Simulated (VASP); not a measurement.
# Ta in VASP: single point with PBEsol

Aim: the single point of Ta with PBEsol.

All numbers are computed with VASP 6.6.1; they aren't measurements. Logs are shortened: lines on timing, memory, paths and dates and some standing lists are left out, and cuts for length are marked.

## (1) The cell of the first run

The cell holds a wire or tube with vacuum around it, 4 atoms: a = 22.709 Å, b = 22.709 Å, c = 2.383 Å, α = 90.00°, β = 90.00°, γ = 90.00°.

## (2) Single point, PBEsol

Contents of INCAR:

```
SYSTEM = Ta
PREC = Accurate
ENCUT = 520
EDIFF = 1E-7
ISMEAR = -1
SIGMA = 0.1
LREAL = .FALSE.
LASPH = .TRUE.
NELM = 100
ALGO = Normal
ISIF = 2
LWAVE = .FALSE.
LCHARG = .FALSE.
GGA = PS
NBANDS = 30
```

Contents of KPOINTS:

```
Automatic mesh
0
G
  2 2 11
  0 0 0
```

Contents of POSCAR:

```
Ta
1.0
   22.7090671174      0.0000000000      0.0000000000
    0.0000000000     22.7090671174      0.0000000000
    0.0000000000      0.0000000000      2.3833421330
Ta
4
Direct
    0.3186294042      0.8186294042      0.0000000000
    0.6813705958      0.1813705958      0.0000000000
    0.1813705958      0.3186294042      0.0000000000
    0.8186294042      0.6813705958      0.0000000000
```

Potentials or basis: VASP PAW PBE potentials, release 64 (Ta_pv).

Command:

```bash
$ cat potpaw_PBE.64/Ta_pv/POTCAR > POTCAR
$ mpirun -np 1 vasp_std > vasp.out
```

OUTCAR:

```text
SYSTEM = Ta
   PREC = Accurate
   ENCUT = 520
   EDIFF = 1E-7
   ISMEAR = -1
   LREAL = .FALSE.
   LASPH = .TRUE.
   NELM = 100
   ISIF = 2
   GGA = PS

 ion  position               nearest neighbor table
   1  0.319  0.819  0.000-
   2  0.681  0.181  0.000-
   3  0.181  0.319  0.000-
   4  0.819  0.681  0.000-

  LATTYP: Found a simple tetragonal cell.
 ALAT       =    22.7090671174
 C/A-ratio  =     0.1049511246

  Lattice vectors:

 A1 = (  22.7090671174,   0.0000000000,   0.0000000000)
 A2 = (   0.0000000000,  22.7090671174,   0.0000000000)
 A3 = (   0.0000000000,   0.0000000000,   2.3833421330)

Analysis of symmetry for initial positions (statically):
=====================================================================
 Subroutine PRICEL returns:
 Original cell was already a primitive cell.

 Routine SETGRP: Setting up the symmetry group for a
 simple tetragonal supercell.

 Subroutine GETGRP returns: Found 16 space group operations
 (whereof  8 operations were pure point group operations)
 out of a pool of 16 trial point group operations.

The static configuration has the point symmetry C_4h.
 The point group associated with its full space group is D_4h.

Analysis of symmetry for dynamics (positions and initial velocities):
=====================================================================
 Subroutine PRICEL returns:
 Original cell was already a primitive cell.

 Routine SETGRP: Setting up the symmetry group for a
 simple tetragonal supercell.

 Subroutine GETGRP returns: Found 16 space group operations
 (whereof  8 operations were pure point group operations)
 out of a pool of 16 trial point group operations.

The dynamic configuration has the point symmetry C_4h.
 The point group associated with its full space group is D_4h.

 Subroutine INISYM returns: Found 16 space group operations
 (whereof  8 operations are pure point group operations),
 and found     1 'primitive' translations

----------------------------------------------------------------------------------------

                                     Primitive cell

  volume of cell :    1229.0937

  direct lattice vectors                    reciprocal lattice vectors
    22.709067117  0.000000000  0.000000000     0.044035274  0.000000000  0.000000000
     0.000000000 22.709067117  0.000000000     0.000000000  0.044035274  0.000000000
     0.000000000  0.000000000  2.383342133     0.000000000  0.000000000  0.419578870

  length of vectors
    22.709067117 22.709067117  2.383342133     0.044035274  0.044035274  0.419578870

  position of ions in fractional coordinates (direct lattice)
     0.318629404  0.818629404  0.000000000
     0.681370596  0.181370596  0.000000000
     0.181370596  0.318629404  0.000000000
     0.818629404  0.681370596  0.000000000

  ion indices of the primitive-cell ions
   primitive index   ion index
                 1           1
                 2           2
                 3           3
                 4           4

----------------------------------------------------------------------------------------

 KPOINTS: Automatic mesh

Automatic generation of k-mesh.
 Grid dimensions read from file:
 generate k-points for:    2    2   11

 Generating k-lattice:

  Cartesian coordinates                     Fractional coordinates (reciprocal lattice)
     0.022017637  0.000000000  0.000000000     0.500000000  0.000000000  0.000000000
     0.000000000  0.022017637  0.000000000     0.000000000  0.500000000  0.000000000
     0.000000000  0.000000000  0.038143534     0.000000000  0.000000000  0.090909091

  Length of vectors
     0.022017637  0.022017637  0.038143534

  Shift w.r.t. Gamma in fractional coordinates (k-lattice)
     0.000000000  0.000000000  0.000000000

 Subroutine IBZKPT returns following result:
 ===========================================

 Found     18 irreducible k-points:

 Following reciprocal coordinates:
            Coordinates               Weight
  0.000000  0.000000  0.000000      1.000000
  0.500000  0.000000  0.000000      2.000000
  0.500000  0.500000  0.000000      1.000000
  0.000000  0.000000  0.090909      2.000000
  0.500000  0.000000  0.090909      4.000000
  0.500000  0.500000  0.090909      2.000000
[... 10 lines left out ...]
  0.500000  0.000000  0.454545      4.000000
  0.500000  0.500000  0.454545      2.000000
   k-points           NKPTS =     18   k-points in BZ     NKDIM =     18   number of bands    NBANDS=     30
   number of dos      NEDOS =    301   number of ions     NIONS =      4
   total plane-waves  NPLWV = 583200
   dimension x,y,z NGX =   180 NGY =  180 NGZ =   18
   dimension x,y,z NGXF=   360 NGYF=  360 NGZF=   36
   ions per type =               4
   NGX,Y,Z   is equivalent  to a cutoff of  13.18, 13.18, 12.56 a.u.
   NGXF,Y,Z  is equivalent  to a cutoff of  26.35, 26.35, 25.11 a.u.
 SYSTEM =  Ta
   PREC   = accura    normal or accurate (medium, high low for compatibility)
   ISTART =      0    job   : 0-new  1-cont  2-samecut
   ICHARG =      2    charge: 1-file 2-atom 10-const
   ISPIN  =      1    spin polarized calculation?
   LNONCOLLINEAR =      F non collinear calculations
   LSORBIT =      F    spin-orbit coupling
   LASPH  =      T    aspherical Exc in radial PAW
   ENCUT  =  520.0 eV  38.22 Ry    6.18 a.u.  42.22 42.22  4.43*2*pi/ulx,y,z
   NELM   =    100;   NELMIN=  2; NELMDL= -5     # of ELM steps
   EDIFF  = 0.1E-06   stopping-criterion for ELM
   LREAL  =      F    real-space projection
   EDIFFG = 0.1E-05   stopping-criterion for IOM
   NSW    =      0    number of steps for IOM
   IBRION =     -1    ionic relax: 0-MD 1-quasi-New 2-CG
   NFREE  =      0    steps in history (QN), initial steepest desc. (CG)
   ISIF   =      2    stress and relaxation
   ISYM   =      2    0-nonsym 1-usesym 2-fastsym
   POTIM  = 0.5000    time-step for ionic-motion
   TEBEG  =    0.0;   TEEND  =   0.0 temperature during run
   PSTRESS=    0.0 pullay stress
   NELECT =      44.0000    total number of electrons
   NUPDOWN=      -1.0000    fix difference up-down
   EMIN   =  10.00;   EMAX   =-10.00  energy-range for DOS
   EFERMI =   0.00;   METHOD = LEGACY
   ISMEAR =    -1;   SIGMA  =   0.10  broadening in eV -4-tet -1-fermi 0-gaus
   EFERMI_NEDOS =   21; number of points for ismear=-14 and -15
   IALGO  =     38    algorithm
   IMIX   =      4    mixing-type and parameters
     AMIX     =   0.40;   BMIX     =  1.00
     AMIX_MAG =   1.60;   BMIX_MAG =  1.00
  volume/ion in A,a.u.               =     307.27      2073.58
  Fermi-wavevector in a.u.,A,eV,Ry     =   0.539549  1.019599  3.960832  0.291113
  Thomas-Fermi vector in A             =   1.566279
   LORBIT       =      0    0 simple, 1 ext, 2 COOP (PROOUT), +10 PAW based schemes
   GGA     = PS    functional components
   LHFCALC =     F    Hartree Fock is set to
   AEXX    =    0.0000 exact exchange contribution
   IVDW    =     0    specifies the selected vdW correction
   LEPSILON=     F    determine dielectric tensor
   LRPA    =     F    only Hartree local field effects (RPA)
 non-spin polarized calculation
  energy-cutoff  :      520.00
  volume of cell :     1229.09
 maximum number of plane-waves:     33365
 NGX is ok and might be reduce to   180
   NGX = 85   NGY = 85   NGZ =  9

 number of electron      43.9999997 magnetization

 Free energy of the ion-electron system (eV)
  ---------------------------------------------------
  ext. energy  EPLUGINS =         0.00000000
  ---------------------------------------------------
  free energy    TOTEN  =       -28.12633244 eV

  energy without entropy =      -27.71629228  energy(sigma->0) =      -27.92131236

 E-fermi :  -3.5808     XC(G=0):  -1.8903

 val. band max:       -3.6035991049   @ k =   0.0000   0.0000   0.1818
 cond. band min:      -3.2131740573   @ k =   0.0000   0.0000   0.1818
 fundamental gap:      0.3904250476
 Fermi energy:        -3.5807537445

 k-point     1 :       0.0000    0.0000    0.0000
  band No.  band energies     occupation
      1     -38.2817      2.00000
      2     -38.2817      2.00000
      3     -38.2817      2.00000
      4     -38.2817      2.00000
      5     -38.2817      2.00000
      6     -38.2817      2.00000
[... 22 lines left out ...]
     29      -2.1109      0.00000
     30      -2.1066      0.00000

 k-point     2 :       0.5000    0.0000    0.0000
  band No.  band energies     occupation
      1     -38.2817      2.00000
      2     -38.2817      2.00000
      3     -38.2817      2.00000
      4     -38.2817      2.00000
      5     -38.2817      2.00000
      6     -38.2817      2.00000
[... 22 lines left out ...]
     29      -2.1094      0.00000
     30      -2.1026      0.00000

 k-point     3 :       0.5000    0.5000    0.0000
  band No.  band energies     occupation
      1     -38.2817      2.00000
      2     -38.2817      2.00000
      3     -38.2817      2.00000
      4     -38.2817      2.00000
      5     -38.2817      2.00000
      6     -38.2817      2.00000
[... 22 lines left out ...]
     29      -2.1050      0.00000
     30      -2.1034      0.00000

 k-point     4 :       0.0000    0.0000    0.0909
  band No.  band energies     occupation
      1     -38.2474      2.00000
      2     -38.2474      2.00000
      3     -38.2474      2.00000
      4     -38.2474      2.00000
      5     -38.2474      2.00000
      6     -38.2474      2.00000
[... 418 lines left out ...]
     29      -1.3970      0.00000
     30      -1.3970      0.00000

 k-point    17 :       0.5000    0.0000    0.4545
  band No.  band energies     occupation
      1     -39.2934      2.00000
      2     -39.2934      2.00000
      3     -39.2934      2.00000
      4     -39.2934      2.00000
      5     -37.8421      2.00000
      6     -37.8421      2.00000
[... 22 lines left out ...]
     29      -1.3970      0.00000
     30      -1.3970      0.00000

 k-point    18 :       0.5000    0.5000    0.4545
  band No.  band energies     occupation
      1     -39.2934      2.00000
      2     -39.2934      2.00000
      3     -39.2934      2.00000
      4     -39.2934      2.00000
      5     -37.8421      2.00000
      6     -37.8421      2.00000
[... 22 lines left out ...]
     29      -1.3970      0.00000
     30      -1.3970      0.00000

------------------------ aborting loop because EDIFF is reached ----------------------------------------

  FORCE on cell =-STRESS in cart. coord.  units (eV):
  Direction    XX          YY          ZZ          XY          YZ          ZX
  --------------------------------------------------------------------------------------
  -------------------------------------------------------------------------------------
  Total       -0.0203266     -0.0203266      0.3873061      0.0000000      0.0000000      0.0000000
  in kB       -0.0264966     -0.0264966      0.5048705      0.0000000      0.0000000      0.0000000
  external PRESSURE =       0.1506258 kB  Pullay stress =       0.0000000 kB

 VOLUME and BASIS-vectors are now :
 -----------------------------------------------------------------------------
  energy-cutoff  :      520.00
  volume of cell :     1229.09
      direct lattice vectors                 reciprocal lattice vectors
    22.709067117  0.000000000  0.000000000     0.044035274  0.000000000  0.000000000
     0.000000000 22.709067117  0.000000000     0.000000000  0.044035274  0.000000000
     0.000000000  0.000000000  2.383342133     0.000000000  0.000000000  0.419578870

 POSITION                                       TOTAL-FORCE (eV/Angst)
 -----------------------------------------------------------------------------------
      7.23578     18.59031      0.00000        -0.000294     -0.000294      0.000000
     15.47329      4.11876      0.00000         0.000294      0.000294     -0.000000
      4.11876      7.23578      0.00000         0.000294     -0.000294      0.000000
     18.59031     15.47329      0.00000        -0.000294      0.000294     -0.000000
 -----------------------------------------------------------------------------------
    total drift:                                0.000000      0.000000     -0.000000

  FREE ENERGIE OF THE ION-ELECTRON SYSTEM (eV)
  ---------------------------------------------------
  free  energy   TOTEN  =       -28.1263324427 eV

  energy  without entropy=      -27.7162922850  energy(sigma->0) =      -27.92131236
```

Run time: 16 min. Hardware: 1 thread of Intel Xeon 6975P-C (Granite Rapids), shared host; peak memory 1.2 GiB.

Results:

| Quantity | Value |
| --- | --- |
| Free energy | -28.1263 eV |
| Band gap on the k mesh | zero (bands 22 and 23 overlap by 2.36 eV) |

Caveat: the PAW data sets were made with another functional, which shifts forces and pressure a little; spin-orbit coupling is left out, which moves the levels of the heavy elements.
